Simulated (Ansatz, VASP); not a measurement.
## MnO: VASP beside Ansatz

```
Mn O
1.0
     2.11513    2.11513    4.36559
     4.36559    2.11513    2.11513
     2.11513    4.36559    2.11513
Mn O
2 2
Direct
  0.00000 0.00000 0.00000
  0.50000 0.50000 0.50000
  0.25000 0.25000 0.25000
  0.75000 0.75000 0.75000
```

Alike in both runs: functional PBE; k mesh 10 × 10 × 10; collinear spin.

Ansatz relaxed the structure, and its values are those at the end. VASP's run is a single point on that final structure, the one shown.

|  | VASP | Ansatz |
| --- | --- | --- |
| version | VASP 6.6.1 | Ansatz 0.2.0 |
| potentials or method | VASP PAW PBE potentials, release 64 (Mn_pv, O) | scalar-relativistic, plane waves, PAW |
| plane-wave cutoff (eV) | 520 | 420 |
| occupations | gaussian, width 0.01 eV | fixed |
| valence electrons in the cell | 38 | 42 |

VASP gave:

| Item | Value |
| --- | --- |
| gap on the k mesh at the Fermi level (eV) | 0.88 |
| least direct gap on the mesh (eV) | 1.42 |
| pressure (GPa) | 0.3 |
| net moment per atom (μB) | 0.00 |
| size of the moment on the site where the two differ most (μB) | 4.32 |

**Question.** What did Ansatz give for the same quantities?

**Answer.** gap on the k mesh at the Fermi level (eV): 0.85; least direct gap on the mesh (eV): 1.41; pressure (GPa): 0.0; net moment per atom (μB): 0.00; size of the moment on the site where the two differ most (μB): 4.04.

Site moments also hang on the region over which each program counts them. VASP's potentials hold 38 valence electrons a cell and Ansatz's 42, so a difference there can come from the potentials and not from the codes. Ansatz's warnings: metallic iterate.
